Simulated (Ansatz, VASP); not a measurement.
C in VASP and in Ansatz

File INCAR:

```
SYSTEM = C
PREC = Accurate ; ENCUT = 520
EDIFF = 1E-6 ; ISMEAR = 0
SIGMA = 0.1 ; LREAL = .FALSE.
LASPH = .TRUE. ; NELM = 100
ALGO = Normal ; ISIF = 2
LWAVE = .FALSE. ; LCHARG = .FALSE.
LDIPOL = .TRUE. ; IDIPOL = 3
DIPOL = 0.5 0.5 0.359 ; GGA = PE
IVDW = 12 ; NBANDS = 16
```

The input KPOINTS:

```
Automatic mesh
0
G
  15 15 1
  0 0 0
```

Contents of POSCAR:

```
C
1.0
    2.4656524409      0.0000000000      0.0000000000
   -1.2328262205      2.1353176508      0.0000000000
    0.0000000000      0.0000000000     17.5000663883
C
4
Direct
    0.6666666667      0.3333333333      0.2571437784
    0.3333333333      0.6666666667      0.2571418816
    0.6666666667      0.3333333333      0.4605734749
    1.0000000000      0.0000000000      0.4605715781
```

Input for Ansatz:

```yaml
crystal:
  lattice:
    - [2.4656524409, 0.0, 0.0]
    - [-1.2328262205, 2.1353176508, 0.0]
    - [0.0, 0.0, 17.5000663883]
  atoms:
    - { symbol: C, position: [0.6666666667, 0.3333333333, 0.2571437784] }
    - { symbol: C, position: [0.3333333333, 0.6666666667, 0.2571418816] }
    - { symbol: C, position: [0.6666666667, 0.3333333333, 0.4605734749] }
    - { symbol: C, position: [1.0, 0.0, 0.4605715781] }
basis:
  ecutwfc: 420
kpoints:
  mp_grid: { grid: [15, 15, 1] }
hamiltonian:
  xc: pbe
  pseudopotentials: { kind: paw, azcp: { folder: soft_1 } }
  dispersion: d3bj
scf:
  occupations: { method: gaussian, width: 0.1 }
output:
  forces: true
  eigenvalues: true
efield:
  axis: 3
  dipole_correction: true
  ramp_width: 0.04
```

Alike in both runs: task single point; functional PBE; dispersion D3(BJ); k mesh 15 × 15 × 1; occupations gaussian, width 0.1 eV; no spin polarisation.

```csv
,VASP,Ansatz
version,VASP 6.6.1,Ansatz 0.2.0
potentials or method,"VASP PAW PBE potentials, release 64 (C), cutoff 520 eV","scalar-relativistic, plane waves, PAW"
valence electrons in the cell,16,16
```

|  | VASP | Ansatz | Ansatz less VASP |
| --- | --- | --- | --- |
| gap on the k mesh at the Fermi level (eV) | none | none | - |
| least direct gap on the mesh (eV) | 0.00 | 0.00 | -0.004 |
| rms of the force components (eV/Å) | 0.011 | 0.011 | 0.0000 |

Atom by atom the forces differ by 0.000 eV/Å (rms over components). A gap of «none» marks a metal or a gap that the smearing closes.

A gap of «none» marks a metal or a gap under the smearing width.
